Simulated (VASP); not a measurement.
Write the native input for VASP 6.6.1 that does the following.

```yaml
Task: single point
Functional: PBE
Potentials_or_basis: VASP PAW PBE potentials, release 64 (Te, Cd, Pd)
Cutoff: 520 eV
k_mesh: 4 × 4 × 4
Occupations: fermi-dirac, width 0.0311 eV
Spin: no spin polarisation
Dipole_correction: no
Further_INCAR_settings: ALGO = Normal; EDIFF = 1e-06; NBANDS = 39
```

The structure of CdTe6Pd lies in POSCAR:

```
CdTe6Pd
1.0
    7.3847327515      0.0000000000      0.0000000000
   -3.6923663758      6.3953661630      0.0000001673
   -3.6923663758      2.1317885877      5.0958952483
Te Cd Pd
6 1 1
Direct
    0.1930779098      0.0232325296      0.7380269171
    0.9767674704      0.4318184631      0.7380269171
    0.5681815369      0.8069220902      0.7380269171
    0.8069220902      0.9767674704      0.2619730829
    0.0232325296      0.5681815369      0.2619730829
    0.4318184631      0.1930779098      0.2619730829
    0.5000000000      0.5000000000      0.5000000000
    0.0000000000      0.0000000000      0.0000000000
```

One way to write it, as run:

INCAR

```
PREC = Accurate ; ENCUT = 520
EDIFF = 1E-6 ; ISMEAR = -1
SIGMA = 0.0311 ; LREAL = False
LASPH = True ; NELM = 80
ALGO = Normal ; ISIF = 2
LWAVE = False ; LCHARG = True
GGA = PE ; LELF = True
LVHAR = True ; NBANDS = 39
```

KPOINTS

```
regular mesh
0
Gamma
  4 4 4
```

Potentials or basis: VASP PAW PBE potentials, release 64 (Te, Cd, Pd).

Launch:

```sh
$ cat potpaw_PBE.64/Te/POTCAR potpaw_PBE.64/Cd/POTCAR potpaw_PBE.64/Pd/POTCAR > POTCAR
$ mpirun -np 1 vasp_std > vasp.out
```

Results of the run:

- Pressure: 0.0 GPa
- Largest force: 0.014 eV/Å
- Band gap on the k mesh: zero (bands 29 and 30 overlap by 0.06 eV)

Caveat: spin-orbit coupling is left out, which moves the levels of the heavy elements.

It took 2.6 min on 1 thread of Intel(R) Xeon(R) Platinum 8488C (Sapphire Rapids) (shared host), peak memory 0.48 GiB.
